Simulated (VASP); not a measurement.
# Al (P6_3/mmc) in VASP: a series of runs

Runs on Al. Level: PBEsol. Tasks: relaxation of cell and atoms.

Program: VASP 6.6.1. These are calculated values, not measurements. Logs are shortened: lines on timing, memory, paths and dates and some standing lists are left out, and cuts for length are marked.

## Step 1: The cell of the first run

It takes space group P6_3/mmc (No. 194, hexagonal). The conventional cell has a = 2.827 Å, b = 2.827 Å, c = 9.186 Å, α = 90.00°, β = 90.00°, γ = 120.00°. Within 3.7 Å of Al (site symmetry -6m2) lie 12 Al at 2.82 to 2.83 Å. Al (site symmetry -3m) has 12 Al at 2.82 to 2.83 Å within 3.7 Å.

## Step 2: Relaxation of cell and atoms, PBEsol, target pressure 10 GPa, at which the enthalpy is minimised

Input file INCAR:

```
SYSTEM = Al
PREC     = Accurate       ! precision mode
ENCUT    = 600            ! plane-wave cutoff, eV
EDIFF    = 1E-7           ! SCF threshold, eV
ISMEAR   = -1             ! smearing method
SIGMA    = 0.05           ! smearing width, eV
LREAL    = .FALSE.        ! projectors in reciprocal space
LASPH    = .TRUE.         ! aspherical terms in the spheres
NELM     = 80             ! most SCF steps
ALGO     = Normal         ! electronic algorithm
ISIF     = 3              ! what is computed and relaxed
LWAVE    = .FALSE.        ! write WAVECAR
LCHARG   = .FALSE.        ! write CHGCAR
GGA      = PS             ! functional
IBRION   = 2              ! ionic algorithm
NSW      = 60             ! ionic steps
EDIFFG   = -0.01          ! ionic threshold
PSTRESS  = 100.0
```

Input file KPOINTS:

```
Automatic mesh
0
G
  11 11 3
  0 0 0
```

Input file POSCAR:

```
Al
1.0
    2.8270770242      0.0000000000      0.0000000000
   -1.4135385121      2.4483205214      0.0000000000
    0.0000000000      0.0000000000      9.1859930700
Al
4
Direct
    0.6666666667      0.3333333333      0.7500000000
    0.0000000000      0.0000000000      0.5000000000
    0.3333333333      0.6666666667      0.2500000000
    0.0000000000      0.0000000000      0.0000000000
```

Potentials or basis: VASP PAW PBE potentials, release 64 (Al).

On the command line:

```bash
$ cat potpaw_PBE.64/Al/POTCAR > POTCAR
$ mpirun -np 1 vasp_std > vasp.out
```

OUTCAR:

```text
SYSTEM = Al
   PREC = Accurate
   ENCUT = 600
   EDIFF = 1E-7
   ISMEAR = -1
   LREAL = .FALSE.
   LASPH = .TRUE.
   NELM = 80
   ISIF = 3
   GGA = PS
   IBRION = 2
   NSW = 60
   EDIFFG = -0.01
   PSTRESS = 100.0

 ion  position               nearest neighbor table
   1  0.667  0.333  0.750-   2 2.82   4 2.82   2 2.82   4 2.82   2 2.82   4 2.82
   2  0.000  0.000  0.500-   1 2.82   3 2.82   3 2.82   1 2.82   1 2.82   3 2.82
   3  0.333  0.667  0.250-   2 2.82   4 2.82   2 2.82   4 2.82   2 2.82   4 2.82
   4  0.000  0.000  0.000-   1 2.82   3 2.82   3 2.82   1 2.82   1 2.82   3 2.82

  LATTYP: Found a hexagonal cell.
 ALAT       =     2.8270770242
 C/A-ratio  =     3.2492899880

  Lattice vectors:

 A1 = (   2.8270770242,   0.0000000000,   0.0000000000)
 A2 = (  -1.4135385121,   2.4483205214,   0.0000000000)
 A3 = (   0.0000000000,   0.0000000000,   9.1859930700)

Analysis of symmetry for initial positions (statically):
=====================================================================
 Subroutine PRICEL returns:
 Original cell was already a primitive cell.

 Routine SETGRP: Setting up the symmetry group for a
 hexagonal supercell.

 Subroutine GETGRP returns: Found 24 space group operations
 (whereof 12 operations were pure point group operations)
 out of a pool of 24 trial point group operations.

The static configuration has the point symmetry D_3d.
 The point group associated with its full space group is D_6h.

Analysis of symmetry for dynamics (positions and initial velocities):
=====================================================================
 Subroutine PRICEL returns:
 Original cell was already a primitive cell.

 Routine SETGRP: Setting up the symmetry group for a
 hexagonal supercell.

 Subroutine GETGRP returns: Found 24 space group operations
 (whereof 12 operations were pure point group operations)
 out of a pool of 24 trial point group operations.

The dynamic configuration has the point symmetry D_3d.
 The point group associated with its full space group is D_6h.

 Subroutine INISYM returns: Found 24 space group operations
 (whereof 12 operations are pure point group operations),
 and found     1 'primitive' translations

----------------------------------------------------------------------------------------

                                     Primitive cell

  volume of cell :      63.5817

  direct lattice vectors                    reciprocal lattice vectors
     2.827077024  0.000000000  0.000000000     0.353722234  0.204221627  0.000000000
    -1.413538512  2.448320521  0.000000000     0.000000000  0.408443254  0.000000000
     0.000000000  0.000000000  9.185993070     0.000000000  0.000000000  0.108861393

  length of vectors
     2.827077024  2.827077024  9.185993070     0.408443254  0.408443254  0.108861393

  position of ions in fractional coordinates (direct lattice)
     0.666666667  0.333333333  0.750000000
     0.000000000  0.000000000  0.500000000
     0.333333333  0.666666667  0.250000000
     0.000000000  0.000000000  0.000000000

  ion indices of the primitive-cell ions
   primitive index   ion index
                 1           1
                 2           2
                 3           3
                 4           4

----------------------------------------------------------------------------------------

 KPOINTS: Automatic mesh

Automatic generation of k-mesh.
 Grid dimensions read from file:
 generate k-points for:   11   11    3

 Generating k-lattice:

  Cartesian coordinates                     Fractional coordinates (reciprocal lattice)
     0.032156567  0.018565602  0.000000000     0.090909091 -0.000000000  0.000000000
     0.000000000  0.037131205  0.000000000     0.000000000  0.090909091  0.000000000
     0.000000000  0.000000000  0.036287131     0.000000000  0.000000000  0.333333333

  Length of vectors
     0.037131205  0.037131205  0.036287131

  Shift w.r.t. Gamma in fractional coordinates (k-lattice)
     0.000000000  0.000000000  0.000000000

 Subroutine IBZKPT returns following result:
 ===========================================

 Found     32 irreducible k-points:

 Following reciprocal coordinates:
            Coordinates               Weight
  0.000000  0.000000  0.000000      1.000000
  0.090909  0.000000  0.000000      6.000000
  0.181818  0.000000  0.000000      6.000000
  0.272727  0.000000  0.000000      6.000000
  0.363636  0.000000  0.000000      6.000000
  0.454545 -0.000000  0.000000      6.000000
[... 16 lines left out ...]
  0.090909  0.090909  0.333333     12.000000
  0.181818  0.090909  0.333333     24.000000
 [... further k-points ...]
   k-points           NKPTS =     32   k-points in BZ     NKDIM =     32   number of bands    NBANDS=     10
   number of dos      NEDOS =    301   number of ions     NIONS =      4
   total plane-waves  NPLWV =  46080
   dimension x,y,z NGX =    24 NGY =   24 NGZ =   80
   dimension x,y,z NGXF=    48 NGYF=   48 NGZF=  160
   ions per type =               4
   NGX,Y,Z   is equivalent  to a cutoff of  14.11, 14.11, 14.48 a.u.
   NGXF,Y,Z  is equivalent  to a cutoff of  28.23, 28.23, 28.96 a.u.
 SYSTEM =  Al
   PREC   = accura    normal or accurate (medium, high low for compatibility)
   ISTART =      0    job   : 0-new  1-cont  2-samecut
   ICHARG =      2    charge: 1-file 2-atom 10-const
   ISPIN  =      1    spin polarized calculation?
   LNONCOLLINEAR =      F non collinear calculations
   LSORBIT =      F    spin-orbit coupling
   LASPH  =      T    aspherical Exc in radial PAW
   ENCUT  =  600.0 eV  44.10 Ry    6.64 a.u.   5.65  5.65 18.35*2*pi/ulx,y,z
   NELM   =     80;   NELMIN=  2; NELMDL= -5     # of ELM steps
   EDIFF  = 0.1E-06   stopping-criterion for ELM
   LREAL  =      F    real-space projection
   EDIFFG = -.1E-01   stopping-criterion for IOM
   NSW    =     60    number of steps for IOM
   IBRION =      2    ionic relax: 0-MD 1-quasi-New 2-CG
   NFREE  =      1    steps in history (QN), initial steepest desc. (CG)
   ISIF   =      3    stress and relaxation
   ISYM   =      2    0-nonsym 1-usesym 2-fastsym
   POTIM  = 0.5000    time-step for ionic-motion
   TEBEG  =    0.0;   TEEND  =   0.0 temperature during run
   PSTRESS=  100.0 pullay stress
   NELECT =      12.0000    total number of electrons
   NUPDOWN=      -1.0000    fix difference up-down
   EMIN   =  10.00;   EMAX   =-10.00  energy-range for DOS
   EFERMI =   0.00;   METHOD = LEGACY
   ISMEAR =    -1;   SIGMA  =   0.05  broadening in eV -4-tet -1-fermi 0-gaus
   EFERMI_NEDOS =   21; number of points for ismear=-14 and -15
   IALGO  =     38    algorithm
   IMIX   =      4    mixing-type and parameters
     AMIX     =   0.40;   BMIX     =  1.00
     AMIX_MAG =   1.60;   BMIX_MAG =  1.00
  volume/ion in A,a.u.               =      15.90       107.27
  Fermi-wavevector in a.u.,A,eV,Ry     =   0.939055  1.774557 11.997959  0.881825
  Thomas-Fermi vector in A             =   2.066329
   LORBIT       =      0    0 simple, 1 ext, 2 COOP (PROOUT), +10 PAW based schemes
   GGA     = PS    functional components
   LHFCALC =     F    Hartree Fock is set to
   AEXX    =    0.0000 exact exchange contribution
   IVDW    =     0    specifies the selected vdW correction
   LEPSILON=     F    determine dielectric tensor
   LRPA    =     F    only Hartree local field effects (RPA)
 conjugate gradient relaxation of ions
 non-spin polarized calculation
  energy-cutoff  :      600.00
  volume of cell :       63.58
 maximum number of plane-waves:      2139
 NGX is ok and might be reduce to    24
   NGX = 11   NGY = 11   NGZ = 37

--------------------------------------- Ionic step        1  -------------------------------------------

 number of electron      12.0000000 magnetization

 Free energy of the ion-electron system (eV)
  ---------------------------------------------------
  ext. energy  EPLUGINS =         0.00000000
  ---------------------------------------------------
  free energy    TOTEN  =       -16.34996372 eV

  energy without entropy =      -16.33664672  energy(sigma->0) =      -16.34330522

------------------------ aborting loop because EDIFF is reached ----------------------------------------

  FORCE on cell =-STRESS in cart. coord.  units (eV):
  Direction    XX          YY          ZZ          XY          YZ          ZX
  --------------------------------------------------------------------------------------
  -------------------------------------------------------------------------------------
  Total        0.5382646      0.5382646      1.3296222      0.0000000      0.0000000      0.0000000
  in kB       13.5635803     13.5635803     33.5047835      0.0000000      0.0000000      0.0000000
  external PRESSURE =     -79.7893520 kB  Pullay stress =     100.0000000 kB
[... 145 lines left out ...]
  enthalpy is  TOTEN    =       -12.5099378410 eV   P V=        3.6761485036

--------------------------------------- Ionic step        5  -------------------------------------------

 number of electron      12.0000000 magnetization

 Free energy of the ion-electron system (eV)
  ---------------------------------------------------
  ext. energy  EPLUGINS =         0.00000000
  ---------------------------------------------------
  free energy    TOTEN  =       -16.18680782 eV

  energy without entropy =      -16.17651373  energy(sigma->0) =      -16.18166078

 E-fermi :   9.2254     XC(G=0): -10.6792

 val. band max:        9.2040119330   @ k =   0.3636   0.0909   0.0000
 cond. band min:       9.2269101596   @ k =   0.3636   0.0000   0.0000
 fundamental gap:      0.0228982266
 Fermi energy:         9.2254256799

 k-point     1 :       0.0000    0.0000    0.0000
  band No.  band energies     occupation
      1      -2.7539      2.00000
      2      -0.9627      2.00000
      3      -0.9553      2.00000
      4       4.0719      2.00000
      5       4.5194      2.00000
      6      12.6532      0.00000
      7      12.6650      0.00000
      8      20.8934      0.00000
      9      20.8936      0.00000
     10      20.9162      0.00000
[... 287 lines left out ...]
 k-point    24 :       0.1818    0.0909    0.3333
  band No.  band energies     occupation
      1      -1.0479      2.00000
      2      -0.4549      2.00000
      3       1.8879      2.00000
      4       3.6120      2.00000
      5       8.1204      2.00000
      6      10.7494      0.00000
      7      12.6821      0.00000
      8      13.1898      0.00000
      9      14.7060      0.00000
     10      14.8525      0.00000

 [... further k-points ...]
[... 5 lines left out ...]
  --------------------------------------------------------------------------------------
  -------------------------------------------------------------------------------------
  Total        3.7038142      3.7038142      3.6973414      0.0000000     -0.0000000      0.0000000
  in kB      100.7372277    100.7372277    100.5611805      0.0000000     -0.0000000      0.0000000
  external PRESSURE =       0.6785453 kB  Pullay stress =     100.0000000 kB
[... 19 lines left out ...]
  FREE ENERGIE OF THE ION-ELECTRON SYSTEM (eV)
  ---------------------------------------------------
  free  energy   TOTEN  =       -16.1868078245 eV

  energy  without entropy=      -16.1765137328  energy(sigma->0) =      -16.18166078

  enthalpy is  TOTEN    =       -12.5100993687 eV   P V=        3.6767084558

 reached required accuracy - stopping structural energy minimisation
```

Run time: 28 s. Hardware: 1 thread of Intel Xeon 6975P-C (Granite Rapids), shared host; peak memory 0.2 GiB.

Results:

| Property | Result |
| --- | --- |
| Free energy | -16.1868 eV |
| Relaxed volume | 14.73 Å³/atom |
| Relaxed cell | a = 2.742 Å, b = 2.742 Å, c = 9.046 Å, α = 90.00°, β = 90.00°, γ = 120.00° |
| Space group after relaxing (to 0.05 Å) | P6_3/mmc (No. 194) |
| Energy change on relaxing (the enthalpy is what falls) | +40.8 meV/atom |
| Ionic steps | 5 |
| Pressure after relaxing | 10.1 GPa |
| Band gap on the k mesh | zero (band 6 reaches 13.09 eV, above the bottom of band 7 at 7.31 eV) |

Step by step:
```tsv
step	energy change (eV)	largest force (eV/Å)	pressure (GPa)	volume (Å³)
1	0.0000	0.0000	2.02	63.58
2	0.3478	0.0000	15.39	56.57
3	0.1664	0.0000	10.07	58.88
4	0.1639	0.0000	10.06	58.90
5	0.1632	0.0000	10.07	58.91
```

Final structure:
```
Al
1.0
     2.74222    0.00000    0.00000
    -1.37111    2.37483    0.00000
     0.00000    0.00000    9.04557
Al
4
Direct
  0.66667 0.33333 0.75000
  0.00000 0.00000 0.50000
  0.33333 0.66667 0.25000
  0.00000 0.00000 0.00000
```

Caveat: the cell is relaxed towards a set pressure, so the enthalpy falls and the energy may rise; the PAW data sets were made with another functional, which shifts forces and pressure a little.

[end of part 1 of 2]
